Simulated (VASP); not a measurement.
Runs of VASP 6.6.1 on GdO. The structure is that of space group F-43m (No. 216), or close to it. The cells are those of the table. 

```csv
task,level,cell,gap on the mesh (eV),pressure (GPa),moment (μB)
single point,PBEsol,"a = 3.736 Å, angles 60.0°, 2 atoms",none,2.1,7.47
electric field gradients,PBEsol,"a = 3.736 Å, angles 60.0°, 2 atoms",none,2.1,7.47
single point,PBEsol,"a = 3.851 Å, angles 60.0°, 2 atoms",none,-6.3,(a)
electric field gradients,r2SCAN,"a = 3.813 Å, angles 60.0°, 2 atoms",none,-1.9,(b)
single point,PBEsol,"a = 3.888 Å, angles 60.0°, 2 atoms",none,-8.3,7.47
```

Alike in all rows: potentials or basis VASP PAW PBE potentials, release 64 (Gd, O); spin collinear, ferromagnetic start; k mesh 13 × 13 × 13; cutoff (eV) 520; smearing fermi-dirac 0.08 eV.

**Question.** Estimate the missing entries.

**Answer.** (a) 7.48; (b) 7.92.

Caveats: the PAW data sets were made with another functional, which shifts forces and pressure a little; spin-orbit coupling is left out, which moves the levels of the heavy elements; a cell with one magnetic atom can't hold antiferromagnetic order, which such compounds often take; semilocal functionals describe open f shells poorly, which spoils levels, moments and volumes; the cell stands under tension (at least some runs).

A k mesh can miss the band edges, and the runs leave out spin-orbit coupling on Gd.

A gap of «none» marks levels without a gap at the run's occupations.
